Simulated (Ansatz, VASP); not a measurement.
**Two plane-wave programs on SnH2**

```
CELL_PARAMETERS angstrom
0.00000 4.10920 4.10920
4.10920 0.00000 4.10920
4.10920 4.10920 0.00000
ATOMIC_POSITIONS crystal
Sn 0.00000 0.00000 0.00000
Sn 0.75000 0.75000 0.75000
Sn 0.25000 0.25000 0.25000
H 0.50000 0.00000 0.00000
H 0.00000 0.50000 0.00000
H 0.00000 0.00000 0.50000
H 0.00000 0.50000 0.50000
H 0.50000 0.00000 0.50000
H 0.50000 0.50000 0.00000
```

Alike in both runs: functional PBE; k mesh 8 × 8 × 8; occupations gaussian, width 0.1 eV; no spin polarisation.

Ansatz relaxed the structure, and its values are those at the end. VASP's run is a single point on that final structure, the one shown.

|  | VASP | Ansatz |
| --- | --- | --- |
| version | VASP 6.6.1 | Ansatz 0.2.0 |
| potentials or method | VASP PAW PBE potentials, release 64 (Sn_d, H), cutoff 520 eV | scalar-relativistic, plane waves, PAW |
| valence electrons in the cell | 48 | 48 |

VASP gave:

| Property | Result |
| --- | --- |
| gap on the k mesh at the Fermi level (eV) | none |
| pressure (GPa) | -0.1 |

What did Ansatz give for the same quantities?

gap on the k mesh at the Fermi level (eV): none; pressure (GPa): 0.0.

A gap of «none» marks a metal or a gap that the smearing closes.
